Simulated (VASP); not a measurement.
Here is a VASP 6.6.1 calculation.

The input INCAR:

```
SYSTEM = Ru
ALGO = Normal ; EDIFF = 1E-7
EDIFFG = -0.02 ; ENCUT = 560
GGA = CA ; GGA_COMPAT = .False.
IBRION = 2 ; ISIF = 3
ISMEAR = -1 ; LASPH = .True.
LCHARG = .False. ; LREAL = .False.
LWAVE = .False. ; NELM = 120
NELMIN = 4 ; NSW = 80
PREC = Accurate ; SIGMA = 0.1
```

Contents of KPOINTS:

```
k-points
0
Gamma
  7 7 7
  0 0 0
```

POSCAR

```
Ru
1.0
    0.0000000000      2.6050000000      2.6050000000
    2.6050000000      0.0000000000      2.6050000000
    2.6050000000      2.6050000000      0.0000000000
Ru
2
Direct
    1.0000000000      1.0000000000      1.0000000000
    0.2500000000      0.2500000000      0.2500000000
```

Potentials or basis: VASP PAW LDA potentials, release 64 (Ru_sv).

Launch:

```sh
$ cat potpaw_LDA.64/Ru_sv/POTCAR > POTCAR
$ mpirun -np 1 vasp_std > vasp.out
```

**Question.** What does it give for the band gap on the k mesh?

**Answer.** Zero (bands 16 and 17 overlap by 0.98 eV).

**Question.** What does it give for the relaxed cell?

**Answer.** a = 3.790 Å, b = 3.790 Å, c = 3.790 Å, α = 60.00°, β = 60.00°, γ = 60.00°.

**Question.** Predict the space group after relaxing (to 0.1 Å).

**Answer.** Fd-3m (No. 227).

Final structure:
```
Ru
1.0
     0.00000    2.67979    2.67979
     2.67979    0.00000    2.67979
     2.67979    2.67979    0.00000
Ru
2
Direct
  0.00000 0.00000 0.00000
  0.25000 0.25000 0.25000
```
